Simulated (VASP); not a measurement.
CaO: relaxation of the atoms with LDA

Crystal: CaO.

```
Ca O
1.0
     0.01177    2.35983    2.35983
     2.35983    0.01177    2.35983
     2.35983    2.35983    0.01177
Ca O
1 1
Direct
  0.00000 0.00000 0.00000
  0.50000 0.50000 0.50000
```

This cell differs from its parent crystal: equal xy, yz and zx engineering shears of +0.5 %.

- Program: VASP 6.6.1
- Task: relaxation of the atoms
- Functional: LDA
- Potentials or basis: VASP PAW LDA potentials, release 64 (Ca_sv, O)
- Cutoff: 520 eV
- k mesh: 8 × 8 × 8
- Occupations: gaussian, width 0.01 eV
- Spin: no spin polarisation
- Dipole correction: no
- Further INCAR settings: ALGO = Normal; EDIFF = 1e-06; IBRION = 2; EDIFFG = -0.002; NSW = 50

```yaml
Pressure_after_relaxing: 1.0 GPa
Band_gap_on_the_k_mesh: 3.41 eV, indirect (least direct gap 3.76 eV)
```

Stress tensor (GPa, compression positive):
```
 0.96 -0.40 -0.40
-0.40  0.96 -0.40
-0.40 -0.40  0.96
```

Final structure:
```
Ca O
1.0
     0.01177    2.35983    2.35983
     2.35983    0.01177    2.35983
     2.35983    2.35983    0.01177
Ca O
1 1
Direct
  0.00000 0.00000 0.00000
  0.50000 0.50000 0.50000
```

Levels at points of the mesh, in eV from the valence-band top:
```csv
k point,band 4,band 5,band 6,band 7,band 8,band 9,band 10,band 11,band 12
"(0.00, 0.00, 0.00)",-17.82,-15.34,-0.03,0.00,0.00,5.07,6.19,6.27,6.27
"(0.50, 0.00, 0.00)",-17.89,-13.80,-2.87,-1.40,-1.36,7.24,8.61,8.68,8.78
"(0.50, 0.50, 0.00)",-18.12,-15.10,-1.28,-0.38,-0.35,3.41,8.48,9.22,9.95
"(0.50, 0.50, 0.50)",-17.89,-13.79,-2.87,-1.34,-1.34,7.22,8.60,8.60,8.79
```

It took 10 s on 1 thread of Intel(R) Xeon(R) 6975P-C (Granite Rapids), with other jobs on the host, peak memory 0.15 GiB.

Caveat: the cell differs from its parent crystal (equal xy, yz and zx engineering shears of +0.5 %); the relaxation stopped at its first step, so nothing moved. A k mesh can miss the band edges.
